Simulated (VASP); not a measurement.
# KI (I4/mmm) in VASP: further runs, part 3 of 3

VASP 6.6.1. Earlier steps stand in the parts before.

### 4 Single point, PBEsol (strain -0.040 along x and y, +0.080 along z)

Contents of INCAR:

```
SYSTEM = KI
PREC = Accurate
ENCUT = 520
EDIFF = 1E-7
ISMEAR = 0
SIGMA = 0.05
LREAL = .FALSE.
LASPH = .TRUE.
NELM = 100
ALGO = Normal
ISIF = 2
LWAVE = .FALSE.
LCHARG = .FALSE.
GGA = PS
NBANDS = 15
```

Contents of KPOINTS:

```
Automatic mesh
0
G
  6 6 6
  0 0 0
```

Contents of POSCAR:

```
KI
1.0
    0.0000000000      3.3835680000      3.8065140000
    3.3835680000      0.0000000000      3.8065140000
    3.3835680000      3.3835680000      0.0000000000
K I
1 1
Direct
    0.0000000000      0.0000000000      0.0000000000
    0.5000000000      0.5000000000      0.5000000000
```

Potentials or basis: VASP PAW PBE potentials, release 64 (K_sv, I).

Run with:

```
cat potpaw_PBE.64/K_sv/POTCAR potpaw_PBE.64/I/POTCAR > POTCAR
mpirun -np 1 vasp_std > vasp.out
```

OUTCAR:

```text
SYSTEM = KI
   PREC = Accurate
   ENCUT = 520
   EDIFF = 1E-7
   ISMEAR = 0
   LREAL = .FALSE.
   LASPH = .TRUE.
   NELM = 100
   ISIF = 2
   GGA = PS

 ion  position               nearest neighbor table
   1  0.000  0.000  0.000-   2 3.38   2 3.38   2 3.38   2 3.38
   2  0.500  0.500  0.500-   1 3.38   1 3.38   1 3.38   1 3.38

  LATTYP: Found a body centered tetragonal cell.
 ALAT       =     4.7850877548
 C/A-ratio  =     1.5909902577

  Lattice vectors:

 A1 = (  -3.3835680000,   0.0000000000,   3.8065140000)
 A2 = (   3.3835680000,   0.0000000000,   3.8065140000)
 A3 = (   0.0000000000,   3.3835680000,  -3.8065140000)

Analysis of symmetry for initial positions (statically):
=====================================================================
 Subroutine PRICEL returns:
 Original cell was already a primitive cell.

 Routine SETGRP: Setting up the symmetry group for a
 body centered tetragonal supercell.

 Subroutine GETGRP returns: Found 16 space group operations
 (whereof 16 operations were pure point group operations)
 out of a pool of 16 trial point group operations.

The static configuration has the point symmetry D_4h.

Analysis of symmetry for dynamics (positions and initial velocities):
=====================================================================
 Subroutine PRICEL returns:
 Original cell was already a primitive cell.

 Routine SETGRP: Setting up the symmetry group for a
 body centered tetragonal supercell.

 Subroutine GETGRP returns: Found 16 space group operations
 (whereof 16 operations were pure point group operations)
 out of a pool of 16 trial point group operations.

The dynamic configuration has the point symmetry D_4h.

 Subroutine INISYM returns: Found 16 space group operations
 (whereof 16 operations are pure point group operations),
 and found     1 'primitive' translations

----------------------------------------------------------------------------------------

                                     Primitive cell
[... 121 lines left out ...]
   LRPA    =     F    only Hartree local field effects (RPA)
 non-spin polarized calculation
 Gauss-broadening in eV      SIGMA  =   0.05
  energy-cutoff  :      520.00
  volume of cell :       87.16
 maximum number of plane-waves:      2361
 NGX is ok and might be reduce to    40
   NGX = 19   NGY = 19   NGZ = 17

 number of electron      15.9999999 magnetization

 Free energy of the ion-electron system (eV)
  ---------------------------------------------------
  ext. energy  EPLUGINS =         0.00000000
  ---------------------------------------------------
  free energy    TOTEN  =        -5.76162776 eV

  energy without entropy =       -5.76162776  energy(sigma->0) =       -5.76162776

 E-fermi :  -0.1440     XC(G=0):  -7.3684

 val. band max:       -0.4300735488   @ k =   0.0000   0.0000   0.0000
 cond. band min:       3.3767217613   @ k =   0.0000   0.0000   0.0000
 fundamental gap:      3.8067953101
 Fermi energy:        -0.1440325695

 k-point     1 :       0.0000    0.0000    0.0000
  band No.  band energies     occupation
      1     -28.7281      2.00000
      2     -12.2911      2.00000
      3     -12.2911      2.00000
      4     -12.2894      2.00000
      5     -11.0193      2.00000
      6      -0.4790      2.00000
      7      -0.4301      2.00000
      8      -0.4301      2.00000
      9       3.3767      0.00000
     10       5.5202      0.00000
     11       6.2479      0.00000
     12       6.2479      0.00000
     13       6.5653      0.00000
     14       6.9392      0.00000
[... 401 lines left out ...]
      2     -12.3822      2.00000
      3     -12.3241      2.00000
      4     -12.3032      2.00000
      5     -10.7998      2.00000
      6      -1.4498      2.00000
      7      -1.0313      2.00000
      8      -0.8399      2.00000
      9       4.7580      0.00000
     10       5.7177      0.00000
     11       7.1747      0.00000
     12       7.8636      0.00000
     13       8.3859      0.00000
     14       8.8965      0.00000
     15       9.4076      0.00000

 [... further k-points ...]

------------------------ aborting loop because EDIFF is reached ----------------------------------------

  FORCE on cell =-STRESS in cart. coord.  units (eV):
  Direction    XX          YY          ZZ          XY          YZ          ZX
  --------------------------------------------------------------------------------------
  -------------------------------------------------------------------------------------
  Total        0.6335044      0.6335044     -0.6745807      0.0000000      0.0000000      0.0000000
  in kB       11.6453615     11.6453615    -12.4004446      0.0000000      0.0000000      0.0000000
  external PRESSURE =       3.6300928 kB  Pullay stress =       0.0000000 kB

 VOLUME and BASIS-vectors are now :
 -----------------------------------------------------------------------------
  energy-cutoff  :      520.00
  volume of cell :       87.16
      direct lattice vectors                 reciprocal lattice vectors
     0.000000000  3.383568000  3.806514000    -0.147773002  0.147773002  0.131353779
     3.383568000  0.000000000  3.806514000     0.147773002 -0.147773002  0.131353779
     3.383568000  3.383568000  0.000000000     0.147773002  0.147773002 -0.131353779

 POSITION                                       TOTAL-FORCE (eV/Angst)
 -----------------------------------------------------------------------------------
      0.00000      0.00000      0.00000         0.000000     -0.000000     -0.000000
      3.38357      3.38357      3.80651        -0.000000      0.000000      0.000000
 -----------------------------------------------------------------------------------
    total drift:                                0.000000     -0.000000     -0.000000

  FREE ENERGIE OF THE ION-ELECTRON SYSTEM (eV)
  ---------------------------------------------------
  free  energy   TOTEN  =        -5.7616277580 eV

  energy  without entropy=       -5.7616277580  energy(sigma->0) =       -5.76162776
```

OSZICAR:

```text
N       E                     dE             d eps       ncg     rms          rms(c)
DAV:   1     0.910269045504E+02    0.91027E+02   -0.64649E+03   900   0.904E+02
DAV:   2    -0.163317710070E+00   -0.91190E+02   -0.84712E+02  1180   0.215E+02
DAV:   3    -0.555313063584E+01   -0.53898E+01   -0.53645E+01  1244   0.453E+01
DAV:   4    -0.585162089981E+01   -0.29849E+00   -0.29841E+00  1463   0.944E+00
DAV:   5    -0.585312238660E+01   -0.15015E-02   -0.15015E-02  1279   0.709E-01    0.332E+00
DAV:   6    -0.576544453283E+01    0.87678E-01   -0.93983E-02  1131   0.200E+00    0.235E+00
DAV:   7    -0.575731690843E+01    0.81276E-02   -0.11606E-01  1194   0.185E+00    0.893E-01
DAV:   8    -0.576144984304E+01   -0.41329E-02   -0.15156E-02   950   0.894E-01    0.244E-01
DAV:   9    -0.576130631735E+01    0.14353E-03   -0.57513E-04  1285   0.151E-01    0.886E-02
DAV:  10    -0.576160939417E+01   -0.30308E-03   -0.36831E-04   977   0.101E-01    0.491E-02
DAV:  11    -0.576162526838E+01   -0.15874E-04   -0.37327E-05  1226   0.346E-02    0.102E-02
DAV:  12    -0.576162675527E+01   -0.14869E-05   -0.34938E-06  1124   0.152E-02    0.102E-02
DAV:  13    -0.576162766391E+01   -0.90864E-06   -0.10432E-06   984   0.692E-03    0.274E-03
DAV:  14    -0.576162775797E+01   -0.94058E-07   -0.94576E-08  1026   0.192E-03
   1 F= -.57616278E+01 E0= -.57616278E+01  d E =-.159762E-17
```

Run time: 43 s. Hardware: 1 thread of AMD EPYC 7R43 (Zen 3), shared host; peak memory 0.2 GiB.

What came out:

* Free energy: -5.7616 eV
* Pressure: 0.4 GPa
* Band gap on the k mesh: 3.81 eV

Stress tensor (GPa, compression positive):
```
 1.16  0.00  0.00
 0.00  1.16  0.00
 0.00  0.00 -1.24
```

Caveat: the cell differs from its parent crystal (strain -0.040 along x and y, +0.080 along z); the PAW data sets were made with another functional, which shifts forces and pressure a little; spin-orbit coupling is left out, which moves the levels of the heavy elements.

### 5 Overview

| cell | gap on the mesh (eV) | pressure (GPa) |
| --- | --- | --- |
| a = 4.988, b = 4.988, c = 4.785 Å, angles 61.3, 61.3, 57.3°, 2 atoms | 3.89 | 0.6 |
| a = 4.886, b = 4.886, c = 4.984 Å, angles 59.3, 59.3, 61.3°, 2 atoms | 3.90 | 0.4 |
| a = 5.093, b = 5.093, c = 4.785 Å, angles 62.0, 62.0, 56.0°, 2 atoms | 3.81 | 0.4 |

Alike in all rows: task single point; level PBEsol; potentials or basis VASP PAW PBE potentials, release 64 (K_sv, I); no spin polarisation; k mesh 6 × 6 × 6; cutoff (eV) 520; smearing gaussian 0.05 eV.

Caveats: the PAW data sets were made with another functional, which shifts forces and pressure a little; spin-orbit coupling is left out, which moves the levels of the heavy elements.

Absolute energies hang on the potentials; compare differences alone.
